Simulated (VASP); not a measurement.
# WS (Fm-3m) in VASP: a series of runs

WS is run at these levels: r2SCAN+U; tasks: single point, relaxation of cell and atoms.

All numbers are computed with VASP 6.6.1; they aren't measurements. Logs are shortened: lines on timing, memory, paths and dates and some standing lists are left out, and cuts for length are marked.

**1. The cell of the first run**

The structure is cubic, space group Fm-3m (No. 225). Conventional cell: a = 5.464 Å, b = 5.464 Å, c = 5.464 Å, α = 90.00°, β = 90.00°, γ = 90.00°. Within 3.6 Å of W (site symmetry m-3m) lie 6 S at 2.73 Å. Within 3.6 Å of S (site symmetry m-3m) lie 6 W at 2.73 Å.

**2. Single point, r2SCAN+U, collinear spin**

Input file POSCAR:

```
WS
1.0
    0.0000000000      2.7320739112      2.7320739112
    2.7320739112      0.0000000000      2.7320739112
    2.7320739112      2.7320739112      0.0000000000
W S
1 1
Direct
    0.0000000000      0.0000000000      0.0000000000
    0.5000000000      0.5000000000      0.5000000000
```

Input file INCAR.step1:

```
SYSTEM = WS
ALGO = Normal ; EDIFF = 1E-4
ENCUT = 520 ; GGA = PE
ISMEAR = 0 ; ISPIN = 2
LASPH = .True. ; LCHARG = .False.
LDAU = .True. ; LDAUJ = 0 0
LDAUL = 2 -1 ; LDAUTYPE = 2
LDAUU = 6.2 0 ; LMAXMIX = 4
LREAL = .False. ; LWAVE = .True.
MAGMOM = 2.27 0.13 ; NBANDS = 21
NELM = 150 ; PREC = Accurate
SIGMA = 0.1
```

Input file INCAR.step2:

```
SYSTEM = WS
ALGO = Normal ; EDIFF = 1E-6
ENCUT = 520 ; ISIF = 2
ISMEAR = 0 ; ISPIN = 2
ISTART = 1 ; LASPH = .True.
LCHARG = .False. ; LDAU = .True.
LDAUJ = 0 0 ; LDAUL = 2 -1
LDAUPRINT = 1 ; LDAUTYPE = 2
LDAUU = 6.2 0 ; LMAXMIX = 4
LMIXTAU = .True. ; LORBIT = 11
LREAL = .False. ; LWAVE = .False.
MAGMOM = 2.27 0.13 ; METAGGA = R2SCAN
NBANDS = 21 ; NELM = 150
PREC = Accurate ; SIGMA = 0.1
```

Input file KPOINTS:

```
k-points
0
Gamma
  8 8 8
  0 0 0
```

Potentials or basis: VASP PAW PBE potentials, release 64 (W_sv, S).

Started as:

```
$ cat potpaw_PBE.64/W_sv/POTCAR potpaw_PBE.64/S/POTCAR > POTCAR
$ cp INCAR.step1 INCAR
$ mpirun -np 1 vasp_std > vasp.out
$ cp INCAR.step2 INCAR
$ mpirun -np 1 vasp_std > vasp.out
```

OUTCAR:

```text
SYSTEM = WS
   EDIFF = 1E-6
   ENCUT = 520
   ISIF = 2
   ISMEAR = 0
   ISPIN = 2
   ISTART = 1
   LASPH = .True.
   LORBIT = 11
   LREAL = .False.
   METAGGA = R2SCAN
   NELM = 150
   PREC = Accurate

 ion  position               nearest neighbor table
   1  0.000  0.000  0.000-   2 2.73   2 2.73   2 2.73   2 2.73   2 2.73   2 2.73
   2  0.500  0.500  0.500-   1 2.73   1 2.73   1 2.73   1 2.73   1 2.73   1 2.73

  LATTYP: Found a face centered cubic cell.
 ALAT       =     5.4641478224

  Lattice vectors:

 A1 = (   0.0000000000,   2.7320739112,   2.7320739112)
 A2 = (   2.7320739112,   0.0000000000,   2.7320739112)
 A3 = (   2.7320739112,   2.7320739112,   0.0000000000)

Analysis of symmetry for initial positions (statically):
=====================================================================
 Subroutine PRICEL returns:
 Original cell was already a primitive cell.

 Routine SETGRP: Setting up the symmetry group for a
 face centered cubic supercell.

 Subroutine GETGRP returns: Found 48 space group operations
 (whereof 48 operations were pure point group operations)
 out of a pool of 48 trial point group operations.

The static configuration has the point symmetry O_h .

Analysis of symmetry for dynamics (positions and initial velocities):
=====================================================================
 Subroutine PRICEL returns:
 Original cell was already a primitive cell.

 Routine SETGRP: Setting up the symmetry group for a
 face centered cubic supercell.

 Subroutine GETGRP returns: Found 48 space group operations
 (whereof 48 operations were pure point group operations)
 out of a pool of 48 trial point group operations.

The dynamic configuration has the point symmetry O_h .

Analysis of structural, dynamic, and magnetic symmetry:
=====================================================================
 Subroutine PRICEL returns:
 Original cell was already a primitive cell.

[... 168 lines left out ...]
 -0.0000 -0.0000 -0.0000  0.0000  0.0648

 occupancies and eigenvectors

  o =  0.0214  v =  0.0000  0.0000  0.0000  0.0000  0.0000  0.9999  0.0119  0.0000 -0.0061  0.0000      0.0000  0.0000  0.0000  0.0000  0.0000  0.0000  0.0000  0.0000  0.0000  0.0000
  o =  0.0214  v =  0.0000  0.0000  0.0000  0.0000  0.0000 -0.0017 -0.3384  0.0000 -0.9410 -0.0000      0.0000  0.0000  0.0000  0.0000  0.0000  0.0000  0.0000  0.0000  0.0000  0.0000
  o =  0.0214  v =  0.0000  0.0000  0.0000  0.0000  0.0000  0.0133 -0.9409 -0.0000  0.3383 -0.0000      0.0000  0.0000  0.0000  0.0000  0.0000  0.0000  0.0000  0.0000  0.0000  0.0000
  o =  0.0648  v =  0.0000  0.0000  0.0000  0.0000  0.0000 -0.0000  0.0000  1.0000  0.0000  0.0011      0.0000  0.0000  0.0000  0.0000  0.0000  0.0000  0.0000  0.0000  0.0000  0.0000
  o =  0.0648  v =  0.0000  0.0000  0.0000  0.0000  0.0000  0.0000  0.0000  0.0011  0.0000 -1.0000      0.0000  0.0000  0.0000  0.0000  0.0000  0.0000  0.0000  0.0000  0.0000  0.0000
  o =  0.3950  v =  0.0000 -0.0000  1.0000  0.0000 -0.0069  0.0000  0.0000  0.0000  0.0000  0.0000      0.0000  0.0000  0.0000  0.0000  0.0000  0.0000  0.0000  0.0000  0.0000  0.0000
  o =  0.3950  v =  0.0000 -0.0000 -0.0069 -0.0000 -1.0000  0.0000  0.0000  0.0000  0.0000  0.0000      0.0000  0.0000  0.0000  0.0000  0.0000  0.0000  0.0000  0.0000  0.0000  0.0000
  o =  0.8038  v =  0.0000 -0.9990 -0.0000 -0.0455  0.0000  0.0000  0.0000  0.0000  0.0000  0.0000      0.0000  0.0000  0.0000  0.0000  0.0000  0.0000  0.0000  0.0000  0.0000  0.0000
  o =  0.8038  v =  1.0000  0.0000  0.0000  0.0000  0.0000  0.0000  0.0000  0.0000  0.0000  0.0000      0.0000  0.0000  0.0000  0.0000  0.0000  0.0000  0.0000  0.0000  0.0000  0.0000
  o =  0.8038  v =  0.0000 -0.0455 -0.0000  0.9990 -0.0000  0.0000  0.0000  0.0000  0.0000  0.0000      0.0000  0.0000  0.0000  0.0000  0.0000  0.0000  0.0000  0.0000  0.0000  0.0000

 number of electron      19.9999999 magnetization       3.8356491

 Free energy of the ion-electron system (eV)
  ---------------------------------------------------
  ext. energy  EPLUGINS =         0.00000000
  ---------------------------------------------------
  free energy    TOTEN  =       -53.17745533 eV

  energy without entropy =      -53.17471790  energy(sigma->0) =      -53.17608662

 E-fermi :   8.1916     XC(G=0): -11.4180

 val. band max:        8.1830104128   @ k =   0.2500   0.2500   0.0000
 cond. band min:       8.2562798715   @ k =   0.3750   0.2500   0.0000
 fundamental gap:      0.0732694588
 Fermi energy:         8.1916124519

 spin component 1

 k-point     1 :       0.0000    0.0000    0.0000
  band No.  band energies     occupation
      1     -69.4905      1.00000
      2     -33.3970      1.00000
      3     -33.3968      1.00000
      4     -33.3968      1.00000
      5      -8.2668      1.00000
      6       3.3078      1.00000
[... 1145 lines left out ...]
     20      22.8930      0.00000
     21      24.3191      0.00000

 [... further k-points ...]
[... 5 lines left out ...]
  --------------------------------------------------------------------------------------
  -------------------------------------------------------------------------------------
  Total       -0.9416293     -0.9416293     -0.9416293      0.0000000      0.0000000     -0.0000000
  in kB      -36.9899055    -36.9899055    -36.9899055      0.0000000      0.0000000     -0.0000000
  external PRESSURE =     -36.9899055 kB  Pullay stress =       0.0000000 kB

 VOLUME and BASIS-vectors are now :
 -----------------------------------------------------------------------------
  energy-cutoff  :      520.00
  volume of cell :       40.79
      direct lattice vectors                 reciprocal lattice vectors
     0.000000000  2.732073911  2.732073911    -0.183011154  0.183011154  0.183011154
     2.732073911  0.000000000  2.732073911     0.183011154 -0.183011154  0.183011154
     2.732073911  2.732073911  0.000000000     0.183011154  0.183011154 -0.183011154

 POSITION                                       TOTAL-FORCE (eV/Angst)
 -----------------------------------------------------------------------------------
      0.00000      0.00000      0.00000         0.000000      0.000000      0.000000
      2.73207      2.73207      2.73207        -0.000000     -0.000000     -0.000000
 -----------------------------------------------------------------------------------
    total drift:                               -0.000000      0.000000      0.000000

  FREE ENERGIE OF THE ION-ELECTRON SYSTEM (eV)
  ---------------------------------------------------
  free  energy   TOTEN  =       -53.1774553301 eV

  energy  without entropy=      -53.1747179045  energy(sigma->0) =      -53.17608662

 total charge

# of ion       s       p       d       tot
------------------------------------------
    1        2.295   6.085   3.357  11.737
    2        1.309   2.392   0.000   3.701
--------------------------------------------------
tot          3.603   8.477   3.357  15.438

 magnetization (x)

# of ion       s       p       d       tot
------------------------------------------
    1        0.165   0.025   2.978   3.168
    2        0.015  -0.089   0.000  -0.074
--------------------------------------------------
tot          0.180  -0.064   2.978   3.094
```

OUTCAR.step1:

```text
SYSTEM = WS
   EDIFF = 1E-4
   ENCUT = 520
   GGA = PE
   ISMEAR = 0
   ISPIN = 2
[... 1399 lines left out ...]
      0.00000      0.00000      0.00000        -0.000000      0.000000      0.000000
      2.73207      2.73207      2.73207         0.000000     -0.000000     -0.000000
 -----------------------------------------------------------------------------------
    total drift:                               -0.000000      0.000000      0.000000

  FREE ENERGIE OF THE ION-ELECTRON SYSTEM (eV)
  ---------------------------------------------------
  free  energy   TOTEN  =       -10.2639274228 eV

  energy  without entropy=      -10.2611917451  energy(sigma->0) =      -10.26255958
```

OSZICAR.step1:

```text
N       E                     dE             d eps       ncg     rms          rms(c)
DAV:   1     0.157824436365E+03    0.15782E+03   -0.92200E+03  2436   0.934E+02
DAV:   2    -0.252558599494E+01   -0.16035E+03   -0.15380E+03  2748   0.283E+02
DAV:   3    -0.897760192412E+01   -0.64520E+01   -0.63491E+01  2956   0.527E+01
DAV:   4    -0.903962148218E+01   -0.62020E-01   -0.61998E-01  2691   0.575E+00
DAV:   5    -0.904035393316E+01   -0.73245E-03   -0.73244E-03  2915   0.651E-01    0.144E+01
DAV:   6    -0.926960285355E+01   -0.22925E+00   -0.56918E+00  2778   0.119E+01    0.755E+00
DAV:   7    -0.101538464130E+02   -0.88424E+00   -0.11781E+00  2656   0.503E+00    0.295E+00
DAV:   8    -0.102213977448E+02   -0.67551E-01   -0.84621E-02  2731   0.219E+00    0.194E+00
DAV:   9    -0.102500699803E+02   -0.28672E-01   -0.44574E-02  2855   0.152E+00    0.105E+00
DAV:  10    -0.102587474514E+02   -0.86775E-02   -0.11272E-02  2711   0.526E-01    0.480E-01
DAV:  11    -0.102621691706E+02   -0.34217E-02   -0.22175E-03  2731   0.362E-01    0.205E-01
DAV:  12    -0.102635501603E+02   -0.13810E-02   -0.19204E-03  2674   0.287E-01    0.113E-01
DAV:  13    -0.102638337705E+02   -0.28361E-03   -0.24845E-04  2271   0.940E-02    0.618E-02
DAV:  14    -0.102639274228E+02   -0.93652E-04   -0.12816E-04  1338   0.585E-02
   1 F= -.10263927E+02 E0= -.10262560E+02  d E =-.273568E-02  mag=     3.6928
```

Run time: 5.3 min. Hardware: 1 thread of Intel Xeon Platinum 8375C at 2.90GHz (Ice Lake), shared host; peak memory 0.22 GiB.

What came out:

* Free energy: -53.1775 eV
* Pressure: -3.7 GPa
* Net moment: 3.84 μB per cell
* Site moments: W +3.17; S -0.07 μB
* Valence electrons inside the program's atomic spheres: W 11.74; S 3.70

Levels at points of the mesh, in eV from the Fermi level:
Spin up:
```tsv
k point	band 8	band 9	band 10	band 11	band 12	band 13	band 14	band 15	band 16	band 17
(0.00, 0.00, 0.00)	-4.88	-3.82	-3.82	-3.82	-2.17	-2.17	-0.98	7.85	10.08	10.08
(0.50, 0.00, 0.00)	-6.42	-3.32	-3.32	-2.99	1.39	3.07	3.07	4.67	4.67	6.10
(0.50, 0.50, 0.00)	-4.99	-4.99	-3.16	-3.16	-1.38	-1.35	0.57	7.68	7.84	10.66
```
Spin down:
```
           k point  band 5  band 6  band 7  band 8  band 9  band 10  band 11  band 12
(0.00, 0.00, 0.00)  -16.26   -3.78   -3.78   -3.78    0.93     1.25     1.25     1.25
(0.50, 0.00, 0.00)  -15.12   -7.84   -5.19   -5.19    2.28     3.93     4.19     4.19
(0.50, 0.50, 0.00)  -15.21   -6.69   -4.86   -4.86   -0.88     1.22     2.52     4.54
```

Eigenvalues of the final occupation matrices:
```csv
site,spin,trace,eigenvalues
site 1 d,1,3.20,0.40 0.40 0.80 0.80 0.80
site 1 d,2,0.19,0.02 0.02 0.02 0.06 0.06
```

Caveat: the cell stands under tension; the PAW data sets were made with another functional, which shifts forces and pressure a little; spin-orbit coupling is left out, which moves the levels of the heavy elements.

**3. Relaxation of cell and atoms, r2SCAN+U, collinear spin**

This run uses another cell than the first one, of 13.59 Å³/atom.

Input file POSCAR:

```
WS
1.0
    0.0000000000      2.3861270888      2.3861270888
    2.3861270888      0.0000000000      2.3861270888
    2.3861270888      2.3861270888      0.0000000000
W S
1 1
Direct
    0.0000000000      0.0000000000      0.0000000000
    0.5000000000      0.5000000000      0.5000000000
```

Input file INCAR.step1:

```
ALGO     = Normal         # electronic algorithm
EDIFF    = 1E-4           # SCF threshold, eV
ENCUT    = 600            # plane-wave cutoff, eV
GGA      = PE             # functional
ISMEAR   = 0              # smearing method
ISPIN    = 2              # spin polarisation
LASPH    = T              # aspherical terms in the spheres
LCHARG   = F              # write CHGCAR
LDAU     = T              # DFT+U
LDAUJ    = 0 0          
LDAUL    = 2 -1           # shell
LDAUTYPE = 2            
LDAUU    = 6.2 0          # U, eV
LMAXMIX  = 4              # l up to which the mixer works
LREAL    = F              # projectors in reciprocal space
LWAVE    = T              # write WAVECAR
MAGMOM   = 2.27 0.13      # initial moments
NELM     = 150            # most SCF steps
PREC     = Accurate       # precision mode
SIGMA    = 0.1            # smearing width, eV
```

Input file INCAR.step2:

```
ALGO     = Normal         # electronic algorithm
EDIFF    = 1E-7           # SCF threshold, eV
EDIFFG   = -0.05          # ionic threshold
ENCUT    = 600            # plane-wave cutoff, eV
IBRION   = 2              # ionic algorithm
ISIF     = 3              # what is computed and relaxed
ISMEAR   = 0              # smearing method
ISPIN    = 2              # spin polarisation
ISTART   = 1            
LASPH    = T              # aspherical terms in the spheres
LCHARG   = F              # write CHGCAR
LDAU     = T              # DFT+U
LDAUJ    = 0 0          
LDAUL    = 2 -1           # shell
LDAUPRINT= 1            
LDAUTYPE = 2            
LDAUU    = 6.2 0          # U, eV
LMAXMIX  = 4              # l up to which the mixer works
LMIXTAU  = T            
LORBIT   = 11             # projections on sites
LREAL    = F              # projectors in reciprocal space
LWAVE    = F              # write WAVECAR
MAGMOM   = 2.27 0.13      # initial moments
METAGGA  = R2SCAN         # meta-GGA
NELM     = 150            # most SCF steps
NSW      = 100            # ionic steps
PREC     = Accurate       # precision mode
SIGMA    = 0.1            # smearing width, eV
```

Input file KPOINTS:

```
k-points
0
Gamma
  8 8 8
```

Potentials or basis: VASP PAW PBE potentials, release 64 (W_sv, S).

Started as:

```
$ cat potpaw_PBE.64/W_sv/POTCAR potpaw_PBE.64/S/POTCAR > POTCAR
$ cp INCAR.step1 INCAR
$ mpirun -np 1 vasp_std > vasp.out
$ cp INCAR.step2 INCAR
$ mpirun -np 1 vasp_std > vasp.out
```

It took 14 min on 1 thread of Intel Xeon Platinum 8375C at 2.90GHz (Ice Lake), shared host; peak memory 0.21 GiB.

The run converged. Its results:

- Free energy: -50.7836 eV
- Relaxed volume: 16.21 Å³/atom
- Relaxed cell: a = 3.579 Å, b = 3.579 Å, c = 3.579 Å, α = 60.00°, β = 60.00°, γ = 60.00°
- Space group after relaxing (to 0.1 Å): Fm-3m (No. 225)
- Energy gained by relaxing: 201.3 meV/atom
- Ionic steps: 3
- Pressure after relaxing: 0.5 GPa
- Band gap on the k mesh: zero (filled and empty bands overlap)
- Net moment: 0.00 μB per cell
- Valence electrons inside the program's atomic spheres: W 11.75; S 3.78

Step by step:
| step | energy change (eV) | largest force (eV/Å) | pressure (GPa) | volume (Å³) |
| --- | --- | --- | --- | --- |
| 1 | 0.0000 | 0.0000 | 33.91 | 27.17 |
| 2 | 0.1140 | 0.0000 | -18.79 | 40.12 |
| 3 | -0.4026 | 0.0000 | 0.49 | 32.43 |

Final structure:
```yaml
crystal:
  lattice:
    - [0.00000, 2.53095, 2.53095]
    - [2.53095, 0.00000, 2.53095]
    - [2.53095, 2.53095, 0.00000]
  atoms:
    - { symbol: W, position: [0.00000, 0.00000, 0.00000] }
    - { symbol: S, position: [0.50000, 0.50000, 0.50000] }
```

Levels at points of the mesh, in eV from the Fermi level:
Spin up:
| k point | band 7 | band 8 | band 9 | band 10 | band 11 | band 12 | band 13 | band 14 |
| --- | --- | --- | --- | --- | --- | --- | --- | --- |
| (0.00, 0.00, 0.00) | -3.87 | -3.87 | -2.85 | -2.85 | -2.85 | -0.89 | -0.89 | 1.75 |
| (0.50, 0.00, 0.00) | -6.64 | -6.64 | -0.08 | -0.08 | 0.27 | 1.99 | 5.59 | 5.59 |
| (0.50, 0.50, 0.00) | -5.31 | -5.31 | -4.75 | 0.38 | 0.39 | 0.60 | 0.60 | 3.79 |
Spin down:
```tsv
k point	band 7	band 8	band 9	band 10	band 11	band 12	band 13	band 14
(0.00, 0.00, 0.00)	-3.87	-3.87	-2.85	-2.85	-2.85	-0.89	-0.89	1.75
(0.50, 0.00, 0.00)	-6.64	-6.64	-0.08	-0.08	0.27	1.99	5.59	6.27
(0.50, 0.50, 0.00)	-5.31	-5.31	-4.75	0.38	0.39	0.60	0.60	3.79
```

Eigenvalues of the final occupation matrices:
```
    site  spin  trace               eigenvalues
site 1 d     1   1.69  0.18 0.18 0.45 0.45 0.45
site 1 d     2   1.69  0.18 0.18 0.45 0.45 0.45
```

Caveat: the electronic state changed during the relaxation; the volume moved by over 15 % at a fixed basis, so the end points are rough; the PAW data sets were made with another functional, which shifts forces and pressure a little; spin-orbit coupling is left out, which moves the levels of the heavy elements.
